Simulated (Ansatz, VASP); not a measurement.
**Two plane-wave programs on ReS**

```
Re S
1.0
     0.00000    2.97574    2.97574
     2.97574    0.00000    2.97574
     3.96751    3.96751    1.98398
Re S
2 2
Direct
  0.00000 0.00000 0.00000
  0.00000 0.00000 0.50000
  0.50000 0.50000 0.25000
  0.50000 0.50000 0.75000
```

Alike in both runs: functional PBE; k mesh 14 × 14 × 7; occupations gaussian, width 0.1 eV; collinear spin.

Ansatz relaxed the structure, and its values are those at the end. VASP's run is a single point on that final structure, the one shown.

|  | VASP | Ansatz |
| --- | --- | --- |
| version | VASP 6.6.1 | Ansatz 0.2.0 |
| potentials or method | VASP PAW PBE potentials, release 64 (Re, S), cutoff 520 eV | scalar-relativistic, plane waves, PAW |
| valence electrons in the cell | 26 | 42 |

|  | VASP | Ansatz | Ansatz less VASP |
| --- | --- | --- | --- |
| gap on the k mesh at the Fermi level (eV) | none | none | - |
| pressure (GPa) | 0.9 | 0.0 | -0.87 |
| net moment per atom (μB) | 0.00 | 0.00 | 0.000 |

A gap of «none» marks a metal or a gap that the smearing closes. VASP's potentials hold 26 valence electrons a cell and Ansatz's 42, so a difference there can come from the potentials and not from the codes. Ansatz's warnings: seeded moment not kept.

Spin-orbit coupling is off throughout.
